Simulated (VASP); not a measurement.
A run of VASP 6.6.1 is set up as follows.

Contents of INCAR:

```
SYSTEM = Sb
PREC = Accurate
ENCUT = 600
EDIFF = 1E-6
ISMEAR = 0
SIGMA = 0.1
LREAL = .False.
LASPH = .True.
NELM = 80
ALGO = Normal
ISIF = 3
LWAVE = .False.
LCHARG = .False.
GGA = PE
IBRION = 2
NSW = 90
EDIFFG = -0.04
```

File KPOINTS:

```
regular mesh
0
Gamma
  6 6 6
  0 0 0
```

POSCAR

```
Sb
1.0
    2.6045213900      0.0000000000      0.0000000000
    0.0000000000      3.2579496400      0.0000000000
    0.0000000000      0.0000000000      3.7088088100
Sb
1
Direct
    0.5000000000      0.5000000000      0.0000000000
```

Potentials or basis: VASP PAW PBE potentials, release 64 (Sb).

Launch:

```console
$ cat potpaw_PBE.64/Sb/POTCAR > POTCAR
$ mpirun -np 1 vasp_std > vasp.out
```

(1) Predict the space group after relaxing (to 0.1 Å).

(2) What does it give for the relaxed cell?

## Answers

(1) Pm-3m (No. 221).

(2) a = 3.093 Å, b = 3.093 Å, c = 3.189 Å, α = 90.00°, β = 90.00°, γ = 90.00°.

Caveat: a cell axis changed by over 15 % at a fixed basis, so the end point is rough.
